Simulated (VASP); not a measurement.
SrTiO3, 10 atoms in the cell. The structure is tetragonal, space group P4mm (No. 99). The conventional cell has a = 3.936 Å, b = 3.936 Å, c = 3.936 Å, α = 90.00°, β = 90.00°, γ = 90.00°. Sr (site symmetry 4mm) has 12 O at 2.60 to 2.98 Å and 8 Ti at 3.33 to 3.49 Å within 3.5 Å. Ti (site symmetry 4mm) has 5 O at 1.54 to 2.01 Å within 2.1 Å. O (site symmetry 2mm) has 2 Ti at 2.01 Å and 4 Sr at 2.60 to 2.98 Å and 8 O at 2.76 to 2.81 Å within 3.0 Å. Within 2.0 Å of O (site symmetry 4mm) lie 1 Ti at 1.54 Å.  This cell differs from its parent crystal: atoms displaced along a vibrational mode.

- Program: VASP 6.6.1
- Task: single point
- Functional: PBE
- Potentials or basis: VASP PAW PBE potentials, release 64 (Sr_sv, Ti_sv, O)
- Cutoff: 520 eV
- k mesh: 6 × 6 × 6
- Occupations: gaussian, width 0.05 eV
- Spin: no spin polarisation
- Dipole correction: no
- Further INCAR settings: ALGO = Normal; EDIFF = 1e-07; NBANDS = 51

Potentials or basis: VASP PAW PBE potentials, release 64 (Sr_sv, Ti_sv, O).

Run with:

```sh
$ cat potpaw_PBE.64/Sr_sv/POTCAR potpaw_PBE.64/Ti_sv/POTCAR potpaw_PBE.64/O/POTCAR > POTCAR
$ mpirun -np 1 vasp_std > vasp.out
```

Hardware: 1 thread of Intel(R) Xeon(R) Platinum 8488C (Sapphire Rapids), with other jobs on the host.

Problem. How long does it take, and how much memory?

Solution. It took 5.7 min on 1 thread of Intel(R) Xeon(R) Platinum 8488C (Sapphire Rapids), on a shared host, peak memory 0.34 GiB. Counts: scf iterations 18, k points 30.
